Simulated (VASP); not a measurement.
# AlB2P3 (P31m) in VASP: further runs

Runs on AlB2P3. Level: PBE. Tasks: single point, relaxation of cell and atoms.

All numbers are computed with VASP 6.6.1; they aren't measurements. Logs are shortened: lines on timing, memory, paths and dates and some standing lists are left out, and cuts for length are marked.

**1. The cell of the first run**

Symmetry: P31m, No. 157, trigonal system. Conventional cell: a = 6.056 Å, b = 6.056 Å, c = 5.739 Å, α = 90.00°, β = 90.00°, γ = 120.00°. Within 2.8 Å of Al (site symmetry 3) lie 4 P at 2.14 to 2.15 Å. Within 2.8 Å of B (site symmetry 3m) lie 4 P at 2.14 to 2.15 Å. Within 2.8 Å of B (site symmetry m) lie 4 P at 2.14 to 2.15 Å. P (site symmetry 3m) has 4 B at 2.14 to 2.15 Å within 2.8 Å. P (site symmetry 3) has 3 B at 2.14 Å and 1 Al at 2.15 Å within 2.8 Å. Within 2.8 Å of P (site symmetry m) lie 2 B at 2.14 to 2.15 Å and 2 Al at 2.14 Å.

**2. Single point, PBE**

INCAR

```
ALGO = Normal ; EDIFF = 1E-6
ENCUT = 520 ; GGA = PE
ISIF = 2 ; ISMEAR = 0
LASPH = True ; LCHARG = False
LREAL = False ; LWAVE = False
NBANDS = 36 ; NELM = 80
PREC = Accurate ; SIGMA = 0.1
```

KPOINTS

```
k-points
0
Gamma
  3 3 4
```

POSCAR

```
AlB2P3
1.0
    6.0563567000      0.0000000000      0.0000000000
   -3.0281783500      5.2449587600      0.0000000000
    0.0000000000      0.0000000000      5.7393133400
Al B P
2 4 6
Direct
    0.6666666700      0.3333333300      0.0000690000
    0.3333333300      0.6666666700      0.0000690000
    0.0000000000      0.0000000000      0.0000690000
    0.3333333300      0.0000000000      0.5000690000
    0.0000000000      0.3333333300      0.5000690000
    0.6666666700      0.6666666700      0.5000690000
    0.0000000000      0.0000000000      0.3749310100
    0.6666666700      0.3333333300      0.3749310100
    0.3333333300      0.6666666700      0.3749310100
    0.3333333300      0.0000000000      0.8749310100
    0.0000000000      0.3333333300      0.8749310100
    0.6666666700      0.6666666700      0.8749310100
```

Potentials or basis: VASP PAW PBE potentials, release 64 (Al, B, P).

Launch:

```sh
> cat potpaw_PBE.64/Al/POTCAR potpaw_PBE.64/B/POTCAR potpaw_PBE.64/P/POTCAR > POTCAR
> mpirun -np 1 vasp_std > vasp.out
```

OUTCAR:

```text
EDIFF = 1E-6
   ENCUT = 520
   GGA = PE
   ISIF = 2
   ISMEAR = 0
   LASPH = True
   LREAL = False
   NELM = 80
   PREC = Accurate

 ion  position               nearest neighbor table
   1  0.667  0.333  0.000-  11 2.14  10 2.14  12 2.14   8 2.15
   2  0.333  0.667  0.000-  10 2.14  11 2.14  12 2.14   9 2.15
   3  0.000  0.000  0.000-  10 2.14  11 2.14  12 2.14   7 2.15
   4  0.333  0.000  0.500-   7 2.14   9 2.14   8 2.14  10 2.15
   5  0.000  0.333  0.500-   8 2.14   7 2.14   9 2.14  11 2.15
   6  0.667  0.667  0.500-   7 2.14   9 2.14   8 2.14  12 2.15
   7  0.000  0.000  0.375-   4 2.14   5 2.14   6 2.14   3 2.15
   8  0.667  0.333  0.375-   5 2.14   4 2.14   6 2.14   1 2.15
   9  0.333  0.667  0.375-   4 2.14   5 2.14   6 2.14   2 2.15
  10  0.333  0.000  0.875-   3 2.14   2 2.14   1 2.14   4 2.15
  11  0.000  0.333  0.875-   1 2.14   3 2.14   2 2.14   5 2.15
  12  0.667  0.667  0.875-   3 2.14   2 2.14   1 2.14   6 2.15

  LATTYP: Found a hexagonal cell.
 ALAT       =     6.0563567000
 C/A-ratio  =     0.9476511415

  Lattice vectors:

 A1 = (   6.0563567000,   0.0000000000,   0.0000000000)
 A2 = (  -3.0281783500,   5.2449587600,   0.0000000000)
 A3 = (   0.0000000000,   0.0000000000,   5.7393133400)

Analysis of symmetry for initial positions (statically):
=====================================================================
 Subroutine PRICEL returns:
 Original cell was already a primitive cell.

 Routine SETGRP: Setting up the symmetry group for a
 hexagonal supercell.

 Subroutine GETGRP returns: Found  6 space group operations
 (whereof  6 operations were pure point group operations)
 out of a pool of 24 trial point group operations.

The static configuration has the point symmetry C_3v.

Analysis of symmetry for dynamics (positions and initial velocities):
=====================================================================
 Subroutine PRICEL returns:
 Original cell was already a primitive cell.

 Routine SETGRP: Setting up the symmetry group for a
 hexagonal supercell.

 Subroutine GETGRP returns: Found  6 space group operations
 (whereof  6 operations were pure point group operations)
 out of a pool of 24 trial point group operations.

[... 111 lines left out ...]
   ISIF   =      2    stress and relaxation
   ISYM   =      2    0-nonsym 1-usesym 2-fastsym
   POTIM  = 0.5000    time-step for ionic-motion
   TEBEG  =    0.0;   TEEND  =   0.0 temperature during run
   PSTRESS=    0.0 pullay stress
   NELECT =      48.0000    total number of electrons
   NUPDOWN=      -1.0000    fix difference up-down
   EMIN   =  10.00;   EMAX   =-10.00  energy-range for DOS
   EFERMI =   0.00;   METHOD = LEGACY
   ISMEAR =     0;   SIGMA  =   0.10  broadening in eV -4-tet -1-fermi 0-gaus
   EFERMI_NEDOS =   21; number of points for ismear=-14 and -15
   IALGO  =     38    algorithm
   IMIX   =      4    mixing-type and parameters
     AMIX     =   0.40;   BMIX     =  1.00
     AMIX_MAG =   1.60;   BMIX_MAG =  1.00
  volume/ion in A,a.u.               =      15.19       102.52
  Fermi-wavevector in a.u.,A,eV,Ry     =   1.049262  1.982818 14.979354  1.100951
  Thomas-Fermi vector in A             =   2.184218
   LORBIT       =      0    0 simple, 1 ext, 2 COOP (PROOUT), +10 PAW based schemes
   GGA     = PE    functional components
   LHFCALC =     F    Hartree Fock is set to
   AEXX    =    0.0000 exact exchange contribution
   IVDW    =     0    specifies the selected vdW correction
   LEPSILON=     F    determine dielectric tensor
   LRPA    =     F    only Hartree local field effects (RPA)
 non-spin polarized calculation
 Gauss-broadening in eV      SIGMA  =   0.10
  energy-cutoff  :      520.00
  volume of cell :      182.31
 maximum number of plane-waves:      4929
 NGX is ok and might be reduce to    48
   NGX = 23   NGY = 23   NGZ = 21

 number of electron      48.0000002 magnetization

 Free energy of the ion-electron system (eV)
  ---------------------------------------------------
  ext. energy  EPLUGINS =         0.00000000
  ---------------------------------------------------
  free energy    TOTEN  =       -66.51522903 eV

  energy without entropy =      -66.51522903  energy(sigma->0) =      -66.51522903

 E-fermi :   6.3581     XC(G=0): -10.0027

 val. band max:        5.8891876827   @ k =   0.0000   0.0000   0.0000
 cond. band min:       7.1308966411   @ k =  -0.3333  -0.3333   0.2500
 fundamental gap:      1.2417089584
 Fermi energy:         6.3581224714

 k-point     1 :       0.0000    0.0000    0.0000
  band No.  band energies     occupation
      1      -7.7478      2.00000
      2      -5.3001      2.00000
      3      -4.5876      2.00000
      4      -4.5876      2.00000
      5      -4.5301      2.00000
      6      -4.5180      2.00000
[... 379 lines left out ...]
     35      10.6390      0.00000
     36      10.6390      0.00000

------------------------ aborting loop because EDIFF is reached ----------------------------------------

  FORCE on cell =-STRESS in cart. coord.  units (eV):
  Direction    XX          YY          ZZ          XY          YZ          ZX
  --------------------------------------------------------------------------------------
  -------------------------------------------------------------------------------------
  Total        0.2494641      0.2494641      2.7786371      0.0000000     -0.0000000      0.0000000
  in kB        2.1923262      2.1923262     24.4190609      0.0000000     -0.0000000      0.0000000
  external PRESSURE =       9.6012378 kB  Pullay stress =       0.0000000 kB

 VOLUME and BASIS-vectors are now :
 -----------------------------------------------------------------------------
  energy-cutoff  :      520.00
  volume of cell :      182.31
      direct lattice vectors                 reciprocal lattice vectors
     6.056356700  0.000000000  0.000000000     0.165115770  0.095329634  0.000000000
    -3.028178350  5.244958760  0.000000000     0.000000000  0.190659268  0.000000000
     0.000000000  0.000000000  5.739313340     0.000000000  0.000000000  0.174236871

 POSITION                                       TOTAL-FORCE (eV/Angst)
 -----------------------------------------------------------------------------------
      3.02818      1.74832      0.00040         0.000000     -0.000000     -0.199365
     -0.00000      3.49664      0.00040        -0.000000      0.000000     -0.199365
      0.00000      0.00000      0.00040        -0.000000      0.000000     -0.119077
      2.01879      0.00000      2.87005        -0.090492     -0.000000      0.123399
     -1.00939      1.74832      2.87005         0.045246     -0.078368      0.123399
      2.01879      3.49664      2.87005         0.045246      0.078368      0.123399
      0.00000      0.00000      2.15185         0.000000      0.000000      0.075736
      3.02818      1.74832      2.15185        -0.000000     -0.000000      4.295379
     -0.00000      3.49664      2.15185         0.000000      0.000000      4.295379
      2.01879      0.00000      5.02150        -4.267311     -0.000000     -2.839628
     -1.00939      1.74832      5.02150         2.133656     -3.695600     -2.839628
      2.01879      3.49664      5.02150         2.133656      3.695600     -2.839628
 -----------------------------------------------------------------------------------
    total drift:                                0.000000      0.000000      0.000462

  FREE ENERGIE OF THE ION-ELECTRON SYSTEM (eV)
  ---------------------------------------------------
  free  energy   TOTEN  =       -66.5152290271 eV

  energy  without entropy=      -66.5152290271  energy(sigma->0) =      -66.51522903
```

OSZICAR:

```text
N       E                     dE             d eps       ncg     rms          rms(c)
DAV:   1     0.141144393937E+03    0.14114E+03   -0.19709E+04   720   0.115E+03
DAV:   2    -0.564921744244E+02   -0.19764E+03   -0.18503E+03   908   0.187E+02
DAV:   3    -0.679981812206E+02   -0.11506E+02   -0.11328E+02   936   0.431E+01
DAV:   4    -0.682181110902E+02   -0.21993E+00   -0.21899E+00   896   0.670E+00
DAV:   5    -0.682251383060E+02   -0.70272E-02   -0.70213E-02   916   0.109E+00    0.128E+01
DAV:   6    -0.668894360498E+02    0.13357E+01   -0.13122E+00   888   0.438E+00    0.782E+00
DAV:   7    -0.665070242971E+02    0.38241E+00   -0.13917E+00   900   0.454E+00    0.188E+00
DAV:   8    -0.665135036177E+02   -0.64793E-02   -0.14779E-01   884   0.175E+00    0.138E+00
DAV:   9    -0.665138248985E+02   -0.32128E-03   -0.12674E-02   896   0.433E-01    0.855E-01
DAV:  10    -0.665149327254E+02   -0.11078E-02   -0.20929E-03   844   0.207E-01    0.179E-01
DAV:  11    -0.665151283651E+02   -0.19564E-03   -0.70196E-04   904   0.112E-01    0.597E-02
DAV:  12    -0.665151954220E+02   -0.67057E-04   -0.17391E-04   904   0.520E-02    0.537E-02
DAV:  13    -0.665152268904E+02   -0.31468E-04   -0.35093E-05   816   0.258E-02    0.194E-02
DAV:  14    -0.665152285670E+02   -0.16766E-05   -0.76519E-06   896   0.130E-02    0.112E-02
DAV:  15    -0.665152290271E+02   -0.46013E-06   -0.23212E-06   656   0.591E-03
   1 F= -.66515229E+02 E0= -.66515229E+02  d E =-.883123E-12
```

stdout:

```text
POSCAR found type information on POSCAR AlB P
 POSCAR found :  3 types and      12 ions
 scaLAPACK will be used
 LDA part: xc-table for (Slater+PW92), standard interpolation
 POSCAR, INCAR and KPOINTS ok, starting setup
 FFT: planning ... GRIDC
 FFT: planning ... GRID_SOFT
 FFT: planning ... GRID
 WAVECAR not read
 entering main loop
```

It took 79 s on 1 thread of Intel Xeon Platinum 8259CL at 2.50GHz (Skylake/Cascade Lake), shared host; peak memory 0.32 GiB.

What came out:

- Free energy: -66.5152 eV
- Pressure: 1.0 GPa
- Largest force: 5.126 eV/Å
- Band gap on the k mesh: 1.24 eV, indirect (least direct gap 1.62 eV)

Forces in eV/Å, atoms in the order of the input:
```
Al   0.000  0.000 -0.199
Al   0.000  0.000 -0.199
B    0.000  0.000 -0.119
B   -0.090  0.000  0.123
B    0.045 -0.078  0.123
B    0.045  0.078  0.123
P    0.000  0.000  0.076
P    0.000  0.000  4.295
P    0.000  0.000  4.295
P   -4.267  0.000 -2.840
P    2.134 -3.696 -2.840
P    2.134  3.696 -2.840
```

Caveat: forces of over 1 eV/Å act on the atoms, so gaps and moduli don't describe the material at rest. A k mesh can miss the band edges.

[end of part 1 of 2]
